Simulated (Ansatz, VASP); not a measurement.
**Pt: VASP beside Ansatz**

Contents of POSCAR:

```
Pt
1.0
    2.7606660000      0.0000000000      0.0000000000
   -1.3803330000      2.3908068874      0.0000000000
    0.0000000000      0.0000000000      4.7921340000
Pt
2
Direct
    0.6666666667      0.3333333333      0.7500000000
    0.3333333333      0.6666666667      0.2500000000
```

Contents of INCAR.step1:

```
PREC = Accurate ; ENCUT = 600
ISMEAR = -1 ; SIGMA = 0.1
LREAL = F ; LASPH = T
NELM = 80 ; GGA = PE
ALGO = Normal ; EDIFF = 1E-4
LWAVE = T ; LCHARG = F
```

Contents of INCAR.step2:

```
PREC = Accurate ; ENCUT = 600
EDIFF = 1E-7 ; ISMEAR = -1
SIGMA = 0.1 ; LREAL = F
LASPH = T ; NELM = 80
ALGO = Normal ; ISIF = 3
LWAVE = F ; LCHARG = F
METAGGA = R2SCAN ; LMIXTAU = T
IBRION = 2 ; NSW = 80
EDIFFG = -0.01 ; ISTART = 1
```

The input KPOINTS:

```
Automatic mesh
0
Gamma
  12 12 6
```

Input for Ansatz:

```yaml
crystal:
  lattice:
    a: 2.760666
    b: 2.760666
    c: 4.792134
    alpha: 90.0
    beta: 90.0
    gamma: 120.0
  space_group: 194
  atoms:
    - { symbol: Pt, position: [0.6666666666666666, 0.3333333333333333, 0.75] }
kpoints:
  mp_grid:
    grid: [12, 12, 6]
hamiltonian:
  xc: r2scan
  dispersion: none
scf:
  occupations:
    method: fermi_dirac
relax:
  f_tol: 0.01
  cell: {}
```

Alike in both runs: task relaxation of cell and atoms; functional r2SCAN; k mesh 12 × 12 × 6; no spin polarisation.

|  | VASP | Ansatz |
| --- | --- | --- |
| version | VASP 6.6.1 | Ansatz 0.2.0 |
| potentials or method | VASP PAW PBE potentials, release 64 (Pt) | plane waves, PAW |
| plane-wave cutoff (eV) | 600 | 500 |
| occupations | fermi-dirac, width 0.1 eV | fermi-dirac |
| valence electrons in the cell | 20 | 36 |

```tsv
	VASP	Ansatz	Ansatz less VASP
relaxed volume (Å³/atom)	15.47	15.43	-0.041
relaxed length of the cell vector where the two differ most in proportion (Å)	2.742	2.739	-0.0027
```

VASP's potentials were made for PBE, not for r2SCAN. VASP's potentials hold 20 valence electrons a cell and Ansatz's 36, so a difference there can come from the potentials and not from the codes.

Neither program's run includes spin-orbit coupling.
